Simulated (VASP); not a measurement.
A run of VASP 6.6.1 is set up as follows.

INCAR

```
SYSTEM = AlN
PREC = Accurate
ENCUT = 520
EDIFF = 1E-8
ISMEAR = -1
SIGMA = 0.02
LREAL = .False.
LASPH = .True.
NELM = 100
ALGO = Normal
ISIF = 2
LWAVE = .False.
LCHARG = .False.
LEFG = .True.
NBANDS = 16
```

KPOINTS

```
Automatic mesh
0
Gamma
  11 11 6
  0 0 0
```

POSCAR

```
AlN
1.0
    3.1130000000      0.0000000000      0.0000000000
   -1.5565000000      2.6959370820      0.0000000000
    0.0000000000      0.0000000000      4.9810000000
Al N
2 2
Direct
    0.3333333333      0.6666666667     -0.0009848543
    0.6666666667      0.3333333333      0.4990151457
    0.3333333333      0.6666666667      0.3809848543
    0.6666666667      0.3333333333      0.8809848543
```

Potentials or basis: VASP PAW LDA potentials, release 64 (Al, N).

Run with:

```bash
$ cat potpaw_LDA.64/Al/POTCAR potpaw_LDA.64/N/POTCAR > POTCAR
$ mpirun -np 1 vasp_std > vasp.out
```

**Question.** Estimate the pressure.

**Answer.** -4.1 GPa.

**Question.** Estimate the band gap on the k mesh.

**Answer.** 4.22 eV, direct.

Forces in eV/Å, atoms in the order of the input:
```
Al   0.000  0.000  0.006
Al   0.000  0.000  0.006
N    0.000  0.000 -0.006
N    0.000  0.000 -0.006
```

Caveat: without QUAD_EFG the Cq values of the log hold for a quadrupole moment of 1 mb, not for the nuclei. A k mesh can miss the band edges.
